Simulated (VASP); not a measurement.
A run of VASP 6.6.1:

File POSCAR:

```
AlN
1.0
    0.0000000000      2.0208631053      2.0208631053
    2.0208631053      0.0000000000      2.0208631053
    2.0208631053      2.0208631053      0.0000000000
Al N
1 1
Direct
    0.5000000000      0.5000000000      0.5000000000
    0.0000000000      0.0000000000      0.0000000000
```

The input INCAR.step1:

```
SYSTEM = AlN
  ALGO = Normal
  EDIFF = 1E-4
  ENCUT = 520
  GGA = PE
  ISMEAR = -1
  LASPH = .TRUE.
  LCHARG = .FALSE.
  LREAL = .FALSE.
  LWAVE = .TRUE.
  NBANDS = 11
  NELM = 100
  PREC = Accurate
  SIGMA = 0.05
```

The input INCAR.step2:

```
SYSTEM = AlN
  ALGO = Normal
  EDIFF = 1E-6
  ENCUT = 520
  ISIF = 2
  ISMEAR = -1
  ISTART = 1
  LASPH = .TRUE.
  LCHARG = .FALSE.
  LMIXTAU = .TRUE.
  LREAL = .FALSE.
  LWAVE = .FALSE.
  METAGGA = R2SCAN
  NBANDS = 11
  NELM = 100
  PREC = Accurate
  SIGMA = 0.05
```

The input KPOINTS:

```
k-points
0
G
  11 11 11
  0 0 0
```

Potentials or basis: VASP PAW PBE potentials, release 64 (Al, N).

Run with:

```console
$ cat potpaw_PBE.64/Al/POTCAR potpaw_PBE.64/N/POTCAR > POTCAR
$ cp INCAR.step1 INCAR
$ mpirun -np 1 vasp_std > vasp.out
$ cp INCAR.step2 INCAR
$ mpirun -np 1 vasp_std > vasp.out
```

Hardware: 1 thread of AMD EPYC 7R43 64-Core Processor (Zen 3), on a shared host.

Estimate the wall time of this run.

Wall time 49 s on 1 thread of AMD EPYC 7R43 64-Core Processor (Zen 3) (shared host), peak memory 0.1 GiB. Counts: k points 56.
